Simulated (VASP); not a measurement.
# MgO (Fm-3m) in VASP: a series of runs, part 2 of 2

VASP 6.6.1. The steps go on from the part before.

### Step 3. Single point, PBEsol

The input, INCAR:

```
SYSTEM = MgO
PREC = Accurate
ENCUT = 520
EDIFF = 1E-6
ISMEAR = -1
SIGMA = 0.08
LREAL = .FALSE.
LASPH = .TRUE.
NELM = 100
ALGO = Normal
ISIF = 2
LWAVE = .FALSE.
LCHARG = .TRUE.
GGA = PS
LELF = .TRUE.
LVHAR = .TRUE.
NBANDS = 11
```

The input, KPOINTS:

```
Automatic mesh
0
G
  20 20 20
  0 0 0
```

The input, POSCAR:

```
MgO
1.0
    0.0000000000      2.1071396364      2.1071396364
    2.1071396364      0.0000000000      2.1071396364
    2.1071396364      2.1071396364      0.0000000000
Mg O
1 1
Direct
    0.0000000000      0.0000000000      0.0000000000
    0.5000000000      0.5000000000      0.5000000000
```

Potentials or basis: VASP PAW PBE potentials, release 64 (Mg, O).

Launch:

```console
$ cat potpaw_PBE.64/Mg/POTCAR potpaw_PBE.64/O/POTCAR > POTCAR
$ mpirun -np 1 vasp_std > vasp.out
```

OUTCAR:

```text
SYSTEM = MgO
   PREC = Accurate
   ENCUT = 520
   EDIFF = 1E-6
   ISMEAR = -1
   LREAL = .FALSE.
   LASPH = .TRUE.
   NELM = 100
   ISIF = 2
   GGA = PS

 ion  position               nearest neighbor table
   1  0.000  0.000  0.000-   2 2.11   2 2.11   2 2.11   2 2.11   2 2.11   2 2.11
   2  0.500  0.500  0.500-   1 2.11   1 2.11   1 2.11   1 2.11   1 2.11   1 2.11

  LATTYP: Found a face centered cubic cell.
 ALAT       =     4.2142792728

  Lattice vectors:

 A1 = (   0.0000000000,   2.1071396364,   2.1071396364)
 A2 = (   2.1071396364,   0.0000000000,   2.1071396364)
 A3 = (   2.1071396364,   2.1071396364,   0.0000000000)

Analysis of symmetry for initial positions (statically):
=====================================================================
 Subroutine PRICEL returns:
 Original cell was already a primitive cell.

 Routine SETGRP: Setting up the symmetry group for a
 face centered cubic supercell.

 Subroutine GETGRP returns: Found 48 space group operations
 (whereof 48 operations were pure point group operations)
 out of a pool of 48 trial point group operations.

The static configuration has the point symmetry O_h .
[... 164 lines left out ...]
 cond. band min:       7.6745118994   @ k =   0.0000   0.0000   0.0000
 fundamental gap:      4.6190255853
 Fermi energy:         4.6237761072

 k-point     1 :       0.0000    0.0000    0.0000
  band No.  band energies     occupation
      1     -14.1422      2.00000
      2       3.0555      2.00000
      3       3.0555      2.00000
      4       3.0555      2.00000
      5       7.6745      0.00000
      6      18.6786      0.00000
      7      18.6786      0.00000
      8      18.6786      0.00000
      9      22.5170      0.00000
     10      24.3988      0.00000
     11      24.3988      0.00000
[... 309 lines left out ...]
 k-point    24 :      -0.3500    0.0500    0.0000
  band No.  band energies     occupation
      1     -13.0706      2.00000
      2      -0.9649      2.00000
      3       2.3681      2.00000
      4       2.5139      2.00000
      5      10.8115      0.00000
      6      15.2381      0.00000
      7      19.0993      0.00000
      8      19.4878      0.00000
      9      23.7521      0.00000
     10      24.4626      0.00000
     11      24.6752      0.00000

 [... further k-points ...]
[... 5 lines left out ...]
  --------------------------------------------------------------------------------------
  -------------------------------------------------------------------------------------
  Total       -0.0618999     -0.0618999     -0.0618999      0.0000000      0.0000000      0.0000000
  in kB       -5.3001831     -5.3001831     -5.3001831      0.0000000      0.0000000      0.0000000
  external PRESSURE =      -5.3001831 kB  Pullay stress =       0.0000000 kB

 VOLUME and BASIS-vectors are now :
 -----------------------------------------------------------------------------
  energy-cutoff  :      520.00
  volume of cell :       18.71
      direct lattice vectors                 reciprocal lattice vectors
     0.000000000  2.107139636  2.107139636    -0.237288498  0.237288498  0.237288498
     2.107139636  0.000000000  2.107139636     0.237288498 -0.237288498  0.237288498
     2.107139636  2.107139636  0.000000000     0.237288498  0.237288498 -0.237288498

 POSITION                                       TOTAL-FORCE (eV/Angst)
 -----------------------------------------------------------------------------------
      0.00000      0.00000      0.00000         0.000000      0.000000      0.000000
      2.10714      2.10714      2.10714        -0.000000     -0.000000      0.000000
 -----------------------------------------------------------------------------------
    total drift:                               -0.000000     -0.000000      0.000000

  FREE ENERGIE OF THE ION-ELECTRON SYSTEM (eV)
  ---------------------------------------------------
  free  energy   TOTEN  =       -12.5124470837 eV

  energy  without entropy=      -12.5124470836  energy(sigma->0) =      -12.51244708
```

It took 48 s on 1 thread of AMD EPYC 9R45 (Zen 5), shared host; peak memory 0.15 GiB.

What came out:

```yaml
Free_energy: -12.5124 eV
Pressure: -0.5 GPa
Band_gap_on_the_k_mesh: 4.62 eV, direct
```

Caveat: the PAW data sets were made with another functional, which shifts forces and pressure a little. Expect the measured gap to be larger: semilocal functionals such as PBEsol lack the derivative discontinuity.

### Step 4. Relaxation of cell and atoms, PBEsol

The input, INCAR:

```
SYSTEM = MgO
PREC = Accurate
ENCUT = 600
EDIFF = 1E-6
ISMEAR = -1
SIGMA = 0.08
LREAL = .False.
LASPH = .True.
NELM = 100
ALGO = Normal
ISIF = 3
LWAVE = .False.
LCHARG = .False.
GGA = PS
IBRION = 2
NSW = 100
EDIFFG = -0.002
```

The input, KPOINTS:

```
regular mesh
0
Gamma
  20 20 20
  0 0 0
```

The input, POSCAR:

```
MgO
1.0
    0.0000000000      2.1085000000      2.1085000000
    2.1085000000      0.0000000000      2.1085000000
    2.1085000000      2.1085000000      0.0000000000
Mg O
1 1
Direct
    0.0000000000      0.0000000000      0.0000000000
    0.5000000000      0.5000000000      0.5000000000
```

Launch:

```console
$ cat potpaw_PBE.64/Mg/POTCAR potpaw_PBE.64/O/POTCAR > POTCAR
$ mpirun -np 1 vasp_std > vasp.out
```

Run time: 60 s. Hardware: 1 thread of AMD EPYC 9R45 (Zen 5), shared host; peak memory 0.16 GiB.

Results (log left out):

```
Free energy                            : -12.5157 eV
Relaxed volume                         : 9.31 Å³/atom
Relaxed cell                           : a = 2.975 Å, b = 2.975 Å, c = 2.975 Å, α = 60.00°, β = 60.00°, γ = 60.00°
Space group after relaxing (to 0.05 Å) : Fm-3m (No. 225)
Energy gained by relaxing              : 0.2 meV/atom
Ionic steps                            : 3
Pressure after relaxing                : 0.0 GPa
Band gap on the k mesh                 : 4.66 eV, direct
```

The path:
| step | energy change (eV) | largest force (eV/Å) | pressure (GPa) | volume (Å³) |
| --- | --- | --- | --- | --- |
| 1 | 0.0000 | 0.0000 | -1.04 | 18.75 |
| 2 | -0.0003 | 0.0000 | 0.38 | 18.58 |
| 3 | -0.0004 | 0.0000 | 0.00 | 18.63 |

Final structure:
```
CELL_PARAMETERS angstrom
0.00000 2.10392 2.10392
2.10392 0.00000 2.10392
2.10392 2.10392 0.00000
ATOMIC_POSITIONS crystal
Mg 0.00000 0.00000 0.00000
O 0.50000 0.50000 0.50000
```

Levels at points of the mesh, in eV from the valence-band top:
```
           k point  band 1  band 2  band 3  band 4  band 5  band 6  band 7  band 8
(0.00, 0.00, 0.00)  -17.22    0.00    0.00    0.00    4.66   15.65   15.65   15.65
(0.50, 0.00, 0.00)  -15.90   -4.69   -0.67   -0.67    7.77   12.54   16.21   16.21
(0.50, 0.50, 0.00)  -15.63   -4.16   -1.37   -1.37    8.93    9.91   13.00   18.89
```

Caveat: the PAW data sets were made with another functional, which shifts forces and pressure a little. A k mesh can miss the band edges.

### Step 5. Summary

| task | cell | k mesh | cutoff (eV) | smearing | gap on the mesh (eV) | pressure (GPa) |
| --- | --- | --- | --- | --- | --- | --- |
| relaxation of cell and atoms | relaxed to 15 GPa from a = 2.980 Å, angles 60.0°, 2 atoms | 10 × 10 × 10 | 600 | gaussian 0.01 eV | 5.47 | 15.0 |
| single point | a = 2.980 Å, angles 60.0°, 2 atoms | 20 × 20 × 20 | 520 | fermi-dirac 0.08 eV | 4.62 | -0.5 |
| relaxation of cell and atoms | relaxed from a = 2.982 Å, angles 60.0°, 2 atoms | 20 × 20 × 20 | 600 | fermi-dirac 0.08 eV | 4.66 | 0.0 |

Alike in all rows: level PBEsol; potentials or basis VASP PAW PBE potentials, release 64 (Mg, O); no spin polarisation.

Caveats: the PAW data sets were made with another functional, which shifts forces and pressure a little; the cell is relaxed towards a set pressure, so the enthalpy falls and the energy may rise (some runs).

Total energies depend on the potentials used, so only differences within one code and one set of settings carry meaning.
